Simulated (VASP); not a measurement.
Input of a VASP 6.6.1 run:

Contents of INCAR:

```
SYSTEM = InP
ALGO     = Normal         ! electronic algorithm
EDIFF    = 1E-6           ! SCF threshold, eV
ENCUT    = 520            ! plane-wave cutoff, eV
GGA      = PE             ! functional
ISIF     = 2              ! what is computed and relaxed
ISMEAR   = -1             ! smearing method
LASPH    = .True.         ! aspherical terms in the spheres
LCHARG   = .True.         ! write CHGCAR
LELF     = .True.         ! ELF
LREAL    = .False.        ! projectors in reciprocal space
LVHAR    = .True.       
LWAVE    = .False.        ! write WAVECAR
NBANDS   = 16             ! bands
NELM     = 60             ! most SCF steps
PREC     = Accurate       ! precision mode
SIGMA    = 0.02           ! smearing width, eV
```

The input KPOINTS:

```
k-points
0
Gamma
  6 6 6
  0 0 0
```

POSCAR

```
InP
1.0
    3.4134150559      0.0000000000      0.0000000000
    0.0000000000      3.4134150559      0.0000000000
    0.0000000000      0.0000000000      3.4134150559
In P
1 1
Direct
    0.0000000000      0.0000000000      0.0000000000
    0.5000000000      0.5000000000      0.5000000000
```

Potentials or basis: VASP PAW PBE potentials, release 64 (In_d, P).

Launch:

```console
$ cat potpaw_PBE.64/In_d/POTCAR potpaw_PBE.64/P/POTCAR > POTCAR
$ mpirun -np 1 vasp_std > vasp.out
```

Task: What does it give for the band gap on the k mesh?

Result: Zero (band 9 reaches 9.11 eV, above the bottom of band 10 at 6.58 eV).

Task: Predict the pressure.

Result: 1.4 GPa.

Caveat: spin-orbit coupling is left out, which moves the levels of the heavy elements.
